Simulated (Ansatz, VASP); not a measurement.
**Two plane-wave programs on CuO**

File INCAR:

```
SYSTEM = CuO
PREC = Accurate
ENCUT = 520
EDIFF = 1E-6
ISMEAR = -1
SIGMA = 0.02
LREAL = .False.
LASPH = .True.
NELM = 150
ALGO = Normal
ISIF = 2
LWAVE = .False.
LCHARG = .False.
ISPIN = 2
MAGMOM = 1 1 1 1 0 0 0 0
LORBIT = 11
LMAXMIX = 4
LDAU = .True.
LDAUTYPE = 2
LDAUL = 2 -1
LDAUU = 6.6 0
LDAUJ = 0 0
LDAUPRINT = 1
GGA = PS
NBANDS = 48
```

KPOINTS

```
Automatic mesh
0
Gamma
  7 7 2
  0 0 0
```

POSCAR

```
CuO
1.0
    2.3395500000     -1.7402500000      0.0000000000
    2.3395500000      1.7402500000      0.0000000000
   -1.5304000000      0.0000000000     10.1215600000
Cu O
4 4
Direct
    0.0000000000      0.5000000000      0.0000000000
    0.0000000000      0.5000000000      0.5000000000
    0.5000000000      0.0000000000      0.2500000000
    0.5000000000      0.0000000000      0.7500000000
    0.5477000000      0.4523000000      0.1250000000
    0.5477000000      0.4523000000      0.6250000000
    0.4523000000      0.5477000000      0.3750000000
    0.4523000000      0.5477000000      0.8750000000
```

Input for Ansatz:

```yaml
crystal:
  lattice:
    - [2.33955, -1.74025, 0.0]
    - [2.33955, 1.74025, 0.0]
    - [-1.5304, 0.0, 10.12156]
  atoms:
    - { symbol: Cu, position: [0.0, 0.5, 0.0], spin: 1.0 }
    - { symbol: Cu, position: [0.0, 0.5, 0.5], spin: 1.0 }
    - { symbol: Cu, position: [0.5, 0.0, 0.25], spin: 1.0 }
    - { symbol: Cu, position: [0.5, 0.0, 0.75], spin: 1.0 }
    - { symbol: O, position: [0.5477, 0.4523, 0.125] }
    - { symbol: O, position: [0.5477, 0.4523, 0.625] }
    - { symbol: O, position: [0.4523, 0.5477, 0.375] }
    - { symbol: O, position: [0.4523, 0.5477, 0.875] }
magnetization:
  spin_polarized: true
hamiltonian:
  xc: pbesol
  pseudopotentials: { kind: paw }
  hubbard: { sites: [{ species: Cu, l: d, u_eff: 6.6 }] }
basis:
  ecutwfc: 420
kpoints:
  mp_grid: { grid: [7, 7, 2] }
scf:
  occupations: { method: fermi_dirac, width: 0.02 }
  lower_state_search: "off"
output:
  forces: true
  stress: true
  write_density: true
  write_potential: true
  elf: true
  volumetric_format: npy
```

Alike in both runs: task single point; functional PBEsol; k mesh 7 × 7 × 2; occupations fermi-dirac, width 0.02 eV; collinear spin; Hubbard terms Cu d U = 6.6 eV.

```csv
,VASP,Ansatz
version,VASP 6.6.1,Ansatz 0.2.0
potentials or method,"VASP PAW PBE potentials, release 64 (Cu, O), cutoff 520 eV","PAW, plane waves, scalar-relativistic"
valence electrons in the cell,68,100
```

|  | VASP | Ansatz | Ansatz less VASP |
| --- | --- | --- | --- |
| pressure (GPa) | -4.2 | 2.3 | +6.50 |
| traceless stress, the component that is largest in VASP (GPa) | 4.36 | 4.22 | -0.143 |
| rms of the force components (eV/Å) | 0.124 | 0.152 | +0.0275 |
| net moment per atom (μB) | 0.50 | 0.49 | -0.008 |
| size of the moment on the site where the two differ most (μB) | 0.69 | 0.62 | -0.073 |

VASP's potentials were made for PBE, not for PBEsol. Site moments also hang on the region over which each program counts them. The programs project onto different local orbitals, so the same U acts differently, and such runs can settle in different states. Atom by atom the forces differ by 0.027 eV/Å (rms over components). VASP's potentials hold 68 valence electrons a cell and Ansatz's 100, so a difference there can come from the potentials and not from the codes. Ansatz's warnings: filled band counts differ across k points.
